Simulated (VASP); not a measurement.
Na3SmP2, 6 atoms in the cell. It takes space group P6/mmm (No. 191, hexagonal). Conventional cell: a = 5.677 Å, b = 5.677 Å, c = 4.793 Å, α = 90.00°, β = 90.00°, γ = 120.00°. Na (site symmetry mmm) has 4 Na at 2.84 Å and 4 P at 2.90 Å and 4 Sm at 3.71 Å within 3.8 Å. Sm (site symmetry 6/mmm) has 6 P at 3.28 Å and 12 Na at 3.71 Å within 4.3 Å. P (site symmetry -6m2) has 6 Na at 2.90 Å and 3 P at 3.28 Å and 3 Sm at 3.28 Å within 3.8 Å. 

- Program: VASP 6.6.1
- Task: single point
- Functional: PBE
- Potentials or basis: VASP PAW PBE potentials, release 64 (Na_pv, Sm, P)
- Cutoff: 520 eV
- k mesh: 12 × 12 × 8
- Occupations: gaussian, width 0.1 eV
- Spin: no spin polarisation
- Dipole correction: no
- k mesh for the DOS: 18 × 18 × 12
- Occupations for the DOS: tetrahedron
- Further INCAR settings: ALGO = Normal; EDIFF = 1e-06

Potentials or basis: VASP PAW PBE potentials, release 64 (Na_pv, Sm, P).

Run with:

```bash
$ cat potpaw_PBE.64/Na_pv/POTCAR potpaw_PBE.64/Sm/POTCAR potpaw_PBE.64/P/POTCAR > POTCAR
$ cp INCAR.step1 INCAR
$ cp KPOINTS.step1 KPOINTS
$ mpirun -np 1 vasp_std > vasp.out
$ cp INCAR.step2 INCAR
$ cp KPOINTS.step2 KPOINTS
$ mpirun -np 1 vasp_std > vasp.out
```

Hardware: 1 thread of Intel Xeon 8259CL, on a shared host.

Task: Estimate the wall time of this run.

Result: Wall time 2.1 h on 1 thread of Intel Xeon 8259CL (shared host), peak memory 1 GiB. Counts: k points 259.
